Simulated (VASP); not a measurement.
BiB:

```
B Bi
1.0
     0.00000    2.67683    2.67683
     2.67683    0.00000    2.67683
     2.67683    2.67683    0.00000
B Bi
1 1
Direct
  0.00000 0.00000 0.00000
  0.25000 0.25000 0.25000
```

| Quantity | Value |
| --- | --- |
| Program | VASP 6.6.1 |
| Task | relaxation of cell and atoms |
| Functional | PBE |
| Potentials or basis | VASP PAW PBE potentials, release 64 (B, Bi_d) |
| Cutoff | 600 eV |
| k mesh | 8 × 8 × 8 |
| Occupations | fermi-dirac, width 0.02 eV |
| Spin | no spin polarisation |

At the start: pressure 8.3 GPa; volume 19.18 Å³/atom.

Problem. Where does the relaxation end?

Solution. Over 3 steps the energy falls by 44.0 meV/atom and the volume is 21.03 Å³/atom (+9.6 %); space group F-43m (No. 216, to 0.05 Å).

The path:
```tsv
step	energy change (eV)	largest force (eV/Å)	pressure (GPa)	volume (Å³)
1	0.0000	0.0000	8.34	38.36
2	-0.0662	0.0000	-3.16	44.18
3	-0.0880	0.0000	-0.01	42.05
```

Final structure:
```
B Bi
1.0
     0.00000    2.76012    2.76012
     2.76012    0.00000    2.76012
     2.76012    2.76012    0.00000
B Bi
1 1
Direct
  0.00000 0.00000 0.00000
  0.25000 0.25000 0.25000
```
